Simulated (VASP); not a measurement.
Cu3Au:

```
Cu Au
1.0
     3.73539    0.00000    0.00000
     0.00000    3.73539    0.00000
     0.00000    0.00000    3.73539
Cu Au
3 1
Cartesian
  0.0000 1.8677 1.8677
  1.8677 1.8677 0.0000
  1.8677 0.0000 1.8677
  0.0000 0.0000 0.0000
```

- Program: VASP 6.6.1
- Task: relaxation of cell and atoms
- Functional: PBE
- Potentials or basis: VASP PAW PBE potentials, release 64 (Cu, Au)
- Cutoff: 600 eV
- k mesh: 12 × 12 × 12
- Occupations: gaussian, width 0.1 eV
- Spin: no spin polarisation

At the start: pressure 6.0 GPa; volume 13.03 Å³/atom.

**Question.** Where does the relaxation end?

**Answer.** Over 3 steps the energy falls by 8.9 meV/atom and the volume is 13.53 Å³/atom (+3.9 %); space group Pm-3m (No. 221, to 0.05 Å).

The path:
```tsv
step	energy change (eV)	largest force (eV/Å)	pressure (GPa)	volume (Å³)
1	0.0000	0.0000	5.98	52.12
2	-0.0129	0.0000	-4.06	55.88
3	-0.0357	0.0000	0.02	54.14
```

Final structure:
```
CELL_PARAMETERS angstrom
3.78297 0.00000 0.00000
0.00000 3.78297 0.00000
0.00000 0.00000 3.78297
ATOMIC_POSITIONS crystal
Cu 0.00000 0.50000 0.50000
Cu 0.50000 0.50000 0.00000
Cu 0.50000 0.00000 0.50000
Au 0.00000 0.00000 0.00000
```
